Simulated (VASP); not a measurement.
A run of VASP 6.6.1:

The input INCAR:

```
SYSTEM = Si
ALGO     = Normal         ! electronic algorithm
EDIFF    = 1E-7           ! SCF threshold, eV
ENCUT    = 520            ! plane-wave cutoff, eV
GGA      = CA             ! functional
ISIF     = 2              ! what is computed and relaxed
ISMEAR   = 0              ! smearing method
LASPH    = .True.         ! aspherical terms in the spheres
LCHARG   = .False.        ! write CHGCAR
LREAL    = .False.        ! projectors in reciprocal space
LWAVE    = .False.        ! write WAVECAR
NBANDS   = 16             ! bands
NELM     = 100            ! most SCF steps
PREC     = Accurate       ! precision mode
SIGMA    = 0.03           ! smearing width, eV
```

File KPOINTS:

```
k-points
0
Gamma
  12 12 6
  0 0 0
```

Contents of POSCAR:

```
Si
1.0
    3.8537843876      0.0000000000      0.0000000000
   -1.9268921938      3.3374751803      0.0000000000
    0.0000000000      0.0000000000      6.1198096075
Si
4
Direct
    0.3333333333      0.6666666667      0.0868883759
    0.6666666667      0.3333333333      0.5868883759
    0.3333333333      0.6666666667      0.4131116241
    0.6666666667      0.3333333333      0.9131116241
```

Potentials or basis: VASP PAW LDA potentials, release 64 (Si).

Command:

```bash
$ cat potpaw_LDA.64/Si/POTCAR > POTCAR
$ mpirun -np 1 vasp_std > vasp.out
```

Hardware: 1 thread of Intel(R) Xeon(R) Platinum 8488C (Sapphire Rapids) (shared host).

Task: Estimate the wall time of this run.

Result: Run time: 82 s on 1 thread of Intel(R) Xeon(R) Platinum 8488C (Sapphire Rapids), on a shared host, peak memory 0.2 GiB. Counts: scf iterations 15, k points 76.
